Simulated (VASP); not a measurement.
Runs of VASP 6.6.1 on Si. The structure is that of space group I4_1/amd (No. 141), or close to it. The cells are those of the table. 

```csv
task,cell,k mesh,cutoff (eV),gap on the mesh (eV),pressure (GPa)
single point,"a = 3.224 Å, angles 97.2, 97.2, 138.6°, 2 atoms",22 × 22 × 22,520,none,95.0
single point,"a = 3.285 Å, angles 97.2, 97.2, 138.5°, 2 atoms",22 × 22 × 22,520,none,(a)
single point,"a = 3.341 Å, angles 97.3, 97.3, 138.3°, 2 atoms",20 × 20 × 20,520,none,54.3
relaxation of shape and atoms at fixed volume,"relaxed from a = 3.340 Å, angles 97.3, 97.3, 138.3°, 2 atoms",20 × 20 × 20,600,none,54.3
single point,"a = 3.547 Å, angles 97.5, 97.5, 137.6°, 2 atoms",20 × 20 × 20,520,none,11.0
single point,"a = 3.397 Å, angles 97.3, 97.3, 138.3°, 2 atoms",20 × 20 × 20,520,none,39.7
relaxation of shape and atoms at fixed volume,"relaxed from a = 3.644 Å, angles 97.6, 97.6, 137.5°, 2 atoms",18 × 18 × 18,600,none,-0.1
relaxation of shape and atoms at fixed volume,"relaxed from a = 3.692 Å, angles 97.6, 97.6, 137.5°, 2 atoms",18 × 18 × 18,600,none,-4.0
```

Alike in all rows: level r2SCAN; potentials or basis VASP PAW PBE potentials, release 64 (Si); no spin polarisation; smearing gaussian 0.05 eV.

Question: Fill in the values left out.

Answer: (a) 72.5.

Caveats: the PAW data sets were made with another functional, which shifts forces and pressure a little; the cell stands under pressure (at least some runs); the relaxation stopped at its first step, so nothing moved (at least some runs).

A gap of «none» marks levels without a gap at the run's occupations.
